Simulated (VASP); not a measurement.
# BP (F-43m) in VASP: settings compared

Aim: see how the results for BP move with the level of theory and the settings. Levels: r2SCAN+rVV10, LDA, PBE, PBEsol+D4, revPBE+D3(BJ). Tasks: single point, relaxation of cell and atoms.

Everything below comes from runs of VASP 6.6.1. Logs are shortened: lines on timing, memory, paths and dates and some standing lists are left out, and cuts for length are marked.

**1. The cell of the first run**

Symmetry: F-43m, No. 216, cubic system. Conventional cell: a = 4.627 Å, b = 4.627 Å, c = 4.627 Å, α = 90.00°, β = 90.00°, γ = 90.00°. P (site symmetry -43m) has 4 B at 2.00 Å within 2.7 Å. Within 2.7 Å of B (site symmetry -43m) lie 4 P at 2.00 Å.

**2. Single point, r2SCAN+rVV10**

File POSCAR:

```
BP
1.0
    0.0000000000      2.3135014941      2.3135014941
    2.3135014941      0.0000000000      2.3135014941
    2.3135014941      2.3135014941      0.0000000000
P B
1 1
Direct
    0.7500000000      0.7500000000      0.7500000000
    0.0000000000      0.0000000000      0.0000000000
```

File INCAR.step1:

```
ALGO = Normal ; EDIFF = 1E-4
ENCUT = 520 ; GGA = PE
ISMEAR = -1 ; LASPH = T
LCHARG = F ; LREAL = F
LWAVE = T ; NBANDS = 11
NELM = 60 ; PREC = Accurate
SIGMA = 0.05
```

File INCAR.step2:

```
ALGO = Normal ; BPARAM = 11.95
CPARAM = 0.0093 ; EDIFF = 1E-7
ENCUT = 520 ; ISIF = 2
ISMEAR = -1 ; ISTART = 1
IVDW_NL = 2 ; LASPH = T
LCHARG = F ; LMIXTAU = T
LREAL = F ; LUSE_VDW = T
LWAVE = F ; METAGGA = R2SCAN
NBANDS = 11 ; NELM = 60
PREC = Accurate ; SIGMA = 0.05
```

File KPOINTS:

```
k-points
0
Gamma
  10 10 10
```

Potentials or basis: VASP PAW PBE potentials, release 64 (P, B).

Launch:

```console
$ cat potpaw_PBE.64/P/POTCAR potpaw_PBE.64/B/POTCAR > POTCAR
$ cp INCAR.step1 INCAR
$ mpirun -np 1 vasp_std > vasp.out
$ cp INCAR.step2 INCAR
$ mpirun -np 1 vasp_std > vasp.out
```

OUTCAR:

```text
BPARAM = 11.95
   EDIFF = 1E-7
   ENCUT = 520
   ISIF = 2
   ISMEAR = -1
   ISTART = 1
   IVDW_NL = 2
   LASPH = T
   LREAL = F
   METAGGA = R2SCAN
   NELM = 60
   PREC = Accurate

 ion  position               nearest neighbor table
   1  0.750  0.750  0.750-   2 2.00   2 2.00   2 2.00   2 2.00
   2  0.000  0.000  0.000-   1 2.00   1 2.00   1 2.00   1 2.00

  LATTYP: Found a face centered cubic cell.
 ALAT       =     4.6270029882

  Lattice vectors:

 A1 = (   0.0000000000,   2.3135014941,   2.3135014941)
 A2 = (   2.3135014941,   0.0000000000,   2.3135014941)
 A3 = (   2.3135014941,   2.3135014941,   0.0000000000)

Analysis of symmetry for initial positions (statically):
=====================================================================
 Subroutine PRICEL returns:
 Original cell was already a primitive cell.

 Routine SETGRP: Setting up the symmetry group for a
 face centered cubic supercell.

 Subroutine GETGRP returns: Found 24 space group operations
 (whereof 24 operations were pure point group operations)
 out of a pool of 48 trial point group operations.

The static configuration has the point symmetry T_d .

Analysis of symmetry for dynamics (positions and initial velocities):
=====================================================================
 Subroutine PRICEL returns:
 Original cell was already a primitive cell.

 Routine SETGRP: Setting up the symmetry group for a
 face centered cubic supercell.

 Subroutine GETGRP returns: Found 24 space group operations
 (whereof 24 operations were pure point group operations)
 out of a pool of 48 trial point group operations.

The dynamic configuration has the point symmetry T_d .

 Subroutine INISYM returns: Found 24 space group operations
 (whereof 24 operations are pure point group operations),
 and found     1 'primitive' translations

----------------------------------------------------------------------------------------

                                     Primitive cell

  volume of cell :      24.7651

  direct lattice vectors                    reciprocal lattice vectors
     0.000000000  2.313501494  2.313501494    -0.216122618  0.216122618  0.216122618
     2.313501494  0.000000000  2.313501494     0.216122618 -0.216122618  0.216122618
     2.313501494  2.313501494  0.000000000     0.216122618  0.216122618 -0.216122618

  length of vectors
     3.271785190  3.271785190  3.271785190     0.374335355  0.374335355  0.374335355

  position of ions in fractional coordinates (direct lattice)
     0.750000000  0.750000000  0.750000000
     0.000000000  0.000000000  0.000000000

  ion indices of the primitive-cell ions
   primitive index   ion index
                 1           1
                 2           2

----------------------------------------------------------------------------------------

 KPOINTS: k-points

Automatic generation of k-mesh.
 Grid dimensions read from file:
 generate k-points for:   10   10   10

 Generating k-lattice:

  Cartesian coordinates                     Fractional coordinates (reciprocal lattice)
    -0.021612262  0.021612262  0.021612262     0.100000000  0.000000000  0.000000000
     0.021612262 -0.021612262  0.021612262     0.000000000  0.100000000  0.000000000
     0.021612262  0.021612262 -0.021612262     0.000000000  0.000000000  0.100000000

  Length of vectors
     0.037433536  0.037433536  0.037433536

  Shift w.r.t. Gamma in fractional coordinates (k-lattice)
     0.000000000  0.000000000  0.000000000

 Subroutine IBZKPT returns following result:
 ===========================================

 Found     47 irreducible k-points:

 Following reciprocal coordinates:
            Coordinates               Weight
  0.000000  0.000000  0.000000      1.000000
  0.100000  0.000000  0.000000      8.000000
  0.200000  0.000000  0.000000      8.000000
  0.300000  0.000000  0.000000      8.000000
  0.400000  0.000000  0.000000      8.000000
  0.500000  0.000000  0.000000      4.000000
[... 16 lines left out ...]
  0.300000  0.300000  0.000000      6.000000
  0.400000  0.300000  0.000000     24.000000
 [... further k-points ...]
   k-points           NKPTS =     47   k-points in BZ     NKDIM =     47   number of bands    NBANDS=     11
   number of dos      NEDOS =    301   number of ions     NIONS =      2
   total plane-waves  NPLWV =  13824
   dimension x,y,z NGX =    24 NGY =   24 NGZ =   24
   dimension x,y,z NGXF=    48 NGYF=   48 NGZF=   48
   ions per type =               1   1
   NGX,Y,Z   is equivalent  to a cutoff of  12.19, 12.19, 12.19 a.u.
   NGXF,Y,Z  is equivalent  to a cutoff of  24.39, 24.39, 24.39 a.u.
 SYSTEM =  unknown system
   PREC   = accura    normal or accurate (medium, high low for compatibility)
   ISTART =      1    job   : 0-new  1-cont  2-samecut
   ICHARG =      0    charge: 1-file 2-atom 10-const
   ISPIN  =      1    spin polarized calculation?
   LNONCOLLINEAR =      F non collinear calculations
   LSORBIT =      F    spin-orbit coupling
   LASPH  =      T    aspherical Exc in radial PAW
   ENCUT  =  520.0 eV  38.22 Ry    6.18 a.u.   6.08  6.08  6.08*2*pi/ulx,y,z
   NELM   =     60;   NELMIN=  2; NELMDL=  0     # of ELM steps
   EDIFF  = 0.1E-06   stopping-criterion for ELM
   LREAL  =      F    real-space projection
   EDIFFG = 0.1E-05   stopping-criterion for IOM
   NSW    =      0    number of steps for IOM
   IBRION =     -1    ionic relax: 0-MD 1-quasi-New 2-CG
   NFREE  =      0    steps in history (QN), initial steepest desc. (CG)
   ISIF   =      2    stress and relaxation
   ISYM   =      2    0-nonsym 1-usesym 2-fastsym
   POTIM  = 0.5000    time-step for ionic-motion
   TEBEG  =    0.0;   TEEND  =   0.0 temperature during run
   PSTRESS=    0.0 pullay stress
   NELECT =       8.0000    total number of electrons
   NUPDOWN=      -1.0000    fix difference up-down
   EMIN   =  10.00;   EMAX   =-10.00  energy-range for DOS
[... 5 lines left out ...]
     AMIX     =   0.40;   BMIX     =  1.00
     AMIX_MAG =   1.60;   BMIX_MAG =  1.00
  volume/ion in A,a.u.               =      12.38        83.56
  Fermi-wavevector in a.u.,A,eV,Ry     =   1.123290  2.122709 17.167550  1.261779
  Thomas-Fermi vector in A             =   2.259955
   LORBIT       =      0    0 simple, 1 ext, 2 COOP (PROOUT), +10 PAW based schemes
   METAGGA = R2SCAN    functional components
   LHFCALC =     F    Hartree Fock is set to
   AEXX    =    0.0000 exact exchange contribution
   IVDW_NL    =     2    kernel type
   BPARAM     =11.9500
   IVDW    =     0    specifies the selected vdW correction
   LEPSILON=     F    determine dielectric tensor
   LRPA    =     F    only Hartree local field effects (RPA)
 non-spin polarized calculation
  energy-cutoff  :      520.00
  volume of cell :       24.77
 maximum number of plane-waves:       692
   NGX = 13   NGY = 13   NGZ = 13

 number of electron       7.9999999 magnetization

 Free energy of the ion-electron system (eV)
  ---------------------------------------------------
  ext. energy  EPLUGINS =         0.00000000
  ---------------------------------------------------
  free energy    TOTEN  =       -17.17558296 eV

  energy without entropy =      -17.17558296  energy(sigma->0) =      -17.17558296

 E-fermi :   7.4386     XC(G=0): -11.2730

 val. band max:        6.7107937370   @ k =   0.0000   0.0000   0.0000
 cond. band min:       8.2012915767   @ k =   0.4000   0.4000   0.0000
 fundamental gap:      1.4904978397
 Fermi energy:         7.4385552393

 k-point     1 :       0.0000    0.0000    0.0000
  band No.  band energies     occupation
      1      -9.0312      2.00000
      2       6.7108      2.00000
      3       6.7108      2.00000
      4       6.7108      2.00000
      5      10.2638      0.00000
      6      10.2638      0.00000
      7      10.2638      0.00000
      8      13.7950      0.00000
      9      18.6049      0.00000
     10      19.1935      0.00000
     11      19.1935      0.00000

 k-point     2 :       0.1000    0.0000    0.0000
  band No.  band energies     occupation
      1      -8.8505      2.00000
      2       5.3797      2.00000
      3       6.4149      2.00000
      4       6.4149      2.00000
      5      10.6759      0.00000
      6      10.6759      0.00000
      7      10.6873      0.00000
      8      14.3968      0.00000
      9      18.5454      0.00000
     10      18.5454      0.00000
     11      19.1708      0.00000

 k-point     3 :       0.2000    0.0000    0.0000
  band No.  band energies     occupation
      1      -8.3162      2.00000
      2       3.0003      2.00000
      3       5.8481      2.00000
      4       5.8481      2.00000
      5      10.8190      0.00000
      6      11.4177      0.00000
      7      11.4177      0.00000
      8      15.8030      0.00000
      9      17.9620      0.00000
     10      17.9620      0.00000
     11      20.0289      0.00000

 k-point     4 :       0.3000    0.0000    0.0000
  band No.  band energies     occupation
      1      -7.4615      2.00000
      2       0.6183      2.00000
      3       5.3481      2.00000
      4       5.3481      2.00000
      5      10.6720      0.00000
      6      11.7897      0.00000
      7      11.7897      0.00000
      8      17.0090      0.00000
      9      18.5348      0.00000
     10      18.5348      0.00000
     11      20.1855      0.00000
[... 239 lines left out ...]
 k-point    22 :      -0.2000    0.2000    0.0000
  band No.  band energies     occupation
      1      -7.1691      2.00000
      2       1.3070      2.00000
      3       2.5577      2.00000
      4       5.4431      2.00000
      5      11.3817      0.00000
      6      12.2369      0.00000
      7      13.2621      0.00000
      8      15.2454      0.00000
      9      16.6237      0.00000
     10      20.7660      0.00000
     11      22.7388      0.00000

 k-point    23 :       0.3000    0.3000    0.0000
  band No.  band energies     occupation
      1      -6.9117      2.00000
      2       1.6550      2.00000
      3       3.4813      2.00000
      4       3.4813      2.00000
      5       8.4645      0.00000
      6      10.9379      0.00000
      7      15.8248      0.00000
      8      15.8248      0.00000
      9      19.8985      0.00000
     10      21.4958      0.00000
     11      23.5434      0.00000

 k-point    24 :       0.4000    0.3000    0.0000
  band No.  band energies     occupation
      1      -6.0882      2.00000
      2       0.3164      2.00000
      3       2.6685      2.00000
      4       3.1825      2.00000
      5       8.7647      0.00000
      6      10.6323      0.00000
      7      16.4226      0.00000
      8      16.4804      0.00000
      9      21.0185      0.00000
     10      22.4029      0.00000
     11      23.9698      0.00000

 [... further k-points ...]
[... 5 lines left out ...]
  --------------------------------------------------------------------------------------
  -------------------------------------------------------------------------------------
  Total       -1.5442778     -1.5442778     -1.5442778     -0.0000000     -0.0000000      0.0000000
  in kB      -99.9071731    -99.9071731    -99.9071731     -0.0000000     -0.0000000      0.0000000
  external PRESSURE =     -99.9071731 kB  Pullay stress =       0.0000000 kB

 VOLUME and BASIS-vectors are now :
 -----------------------------------------------------------------------------
  energy-cutoff  :      520.00
  volume of cell :       24.77
      direct lattice vectors                 reciprocal lattice vectors
     0.000000000  2.313501494  2.313501494    -0.216122618  0.216122618  0.216122618
     2.313501494  0.000000000  2.313501494     0.216122618 -0.216122618  0.216122618
     2.313501494  2.313501494  0.000000000     0.216122618  0.216122618 -0.216122618

 POSITION                                       TOTAL-FORCE (eV/Angst)
 -----------------------------------------------------------------------------------
      3.47025      3.47025      3.47025        -0.000000     -0.000000     -0.000000
      0.00000      0.00000      0.00000         0.000000      0.000000      0.000000
 -----------------------------------------------------------------------------------
    total drift:                               -0.000000     -0.000000     -0.000000

  FREE ENERGIE OF THE ION-ELECTRON SYSTEM (eV)
  ---------------------------------------------------
  free  energy   TOTEN  =       -17.1755829646 eV

  energy  without entropy=      -17.1755829598  energy(sigma->0) =      -17.17558296
```

It took 1.9 min on 1 thread of Intel Xeon 8259CL, shared host; peak memory 0.21 GiB.

What came out:

- Free energy: -17.1756 eV
- Pressure: -10.0 GPa
- Band gap on the k mesh: 1.49 eV, indirect (least direct gap 3.55 eV)

Levels at points of the mesh, in eV from the valence-band top:
```
           k point  band 1  band 2  band 3  band 4  band 5  band 6  band 7  band 8
(0.00, 0.00, 0.00)  -15.74    0.00    0.00    0.00    3.55    3.55    3.55    7.08
(0.50, 0.00, 0.00)  -12.47   -9.10   -1.79   -1.79    3.76    4.98    4.98   10.64
(0.50, 0.50, 0.00)  -10.89   -8.83   -4.13   -4.13    1.62    1.92   12.49   12.49
```

Caveat: the PAW data sets were made with another functional, which shifts forces and pressure a little. A k mesh can miss the band edges.

**3. Relaxation of cell and atoms, LDA**

This run uses another cell than the first one, of 11.68 Å³/atom, 0.943 times its volume.

File INCAR:

```
PREC = Accurate
ENCUT = 600
EDIFF = 1E-7
ISMEAR = -1
SIGMA = 0.05
LREAL = F
LASPH = T
NELM = 100
ALGO = Normal
ISIF = 3
LWAVE = F
LCHARG = F
IBRION = 2
NSW = 60
EDIFFG = -0.01
```

File KPOINTS:

```
regular mesh
0
Gamma
  10 10 10
```

File POSCAR:

```
BP
1.0
    0.0000000000      2.2690000000      2.2690000000
    2.2690000000      0.0000000000      2.2690000000
    2.2690000000      2.2690000000      0.0000000000
P B
1 1
Direct
    0.7500000000      0.7500000000      0.7500000000
    0.0000000000      0.0000000000      0.0000000000
```

Potentials or basis: VASP PAW LDA potentials, release 64 (P, B).

Launch:

```console
$ cat potpaw_LDA.64/P/POTCAR potpaw_LDA.64/B/POTCAR > POTCAR
$ mpirun -np 1 vasp_std > vasp.out
```

Wall time 42 s (1 thread of Intel Xeon 8259CL, shared host); peak memory 0.14 GiB.

Results (log left out):

```
Free energy                            : -14.4013 eV
Relaxed volume                         : 11.31 Å³/atom
Relaxed cell                           : a = 3.175 Å, b = 3.175 Å, c = 3.175 Å, α = 60.00°, β = 60.00°, γ = 60.00°
Space group after relaxing (to 0.05 Å) : F-43m (No. 216)
Energy gained by relaxing              : 6.3 meV/atom
Ionic steps                            : 3
Pressure after relaxing                : 0.0 GPa
Band gap on the k mesh                 : 1.15 eV, indirect (least direct gap 3.43 eV)
```

Step by step:
```csv
step,energy change (eV),largest force (eV/Å),pressure (GPa),volume (Å³)
1,0.0000,0.0000,-5.32,23.36
2,-0.0050,0.0000,4.50,22.08
3,-0.0126,0.0000,-0.02,22.63
```

Final structure:
```
P B
1.0
     0.00000    2.24487    2.24487
     2.24487    0.00000    2.24487
     2.24487    2.24487    0.00000
P B
1 1
Direct
  0.75000 0.75000 0.75000
  0.00000 0.00000 0.00000
```

Levels at points of the mesh, in eV from the valence-band top:
```csv
k point,band 1,band 2,band 3,band 4,band 5,band 6,band 7,band 8
"(0.00, 0.00, 0.00)",-15.68,0.00,0.00,0.00,3.43,3.43,3.43,7.86
"(0.50, 0.00, 0.00)",-12.22,-9.24,-1.79,-1.79,3.98,4.70,4.70,10.04
"(0.50, 0.50, 0.00)",-10.68,-8.65,-4.22,-4.22,1.24,1.53,12.30,12.30
```

**4. Single point, PBE**

This run uses another cell than the first one, of 11.68 Å³/atom, 0.943 times its volume.

File INCAR:

```
SYSTEM = BP
  PREC = Accurate
  ENCUT = 520
  EDIFF = 1E-6
  ISMEAR = -1
  SIGMA = 0.04
  LREAL = .False.
  LASPH = .True.
  NELM = 100
  ALGO = Normal
  ISIF = 2
  LWAVE = .False.
  LCHARG = .False.
  GGA = PE
  NBANDS = 11
```

File KPOINTS:

```
Automatic mesh
0
Gamma
  4 4 4
  0 0 0
```

POSCAR is that of step 3.

Potentials or basis: VASP PAW PBE potentials, release 64 (P, B).

Launch:

```console
$ cat potpaw_PBE.64/P/POTCAR potpaw_PBE.64/B/POTCAR > POTCAR
$ mpirun -np 1 vasp_std > vasp.out
```

Wall time 5.6 s (1 thread of Intel Xeon 8259CL, shared host); peak memory 0.13 GiB.

It converged, with:

```
Free energy            : -12.7589 eV
Pressure               : 2.0 GPa
Band gap on the k mesh : 1.31 eV, indirect (least direct gap 3.38 eV)
```

Levels at points of the mesh, in eV from the valence-band top:
```tsv
k point	band 1	band 2	band 3	band 4	band 5	band 6	band 7	band 8
(0.00, 0.00, 0.00)	-15.47	0.00	0.00	0.00	3.38	3.38	3.38	7.38
(0.50, 0.00, 0.00)	-12.15	-9.05	-1.76	-1.76	3.77	4.69	4.69	10.11
(0.50, 0.50, 0.00)	-10.62	-8.59	-4.12	-4.12	1.31	1.64	12.12	12.12
```

Caveat: the k points lie up to 0.60 Å⁻¹ apart.

(Continued in part 2 of 2.)
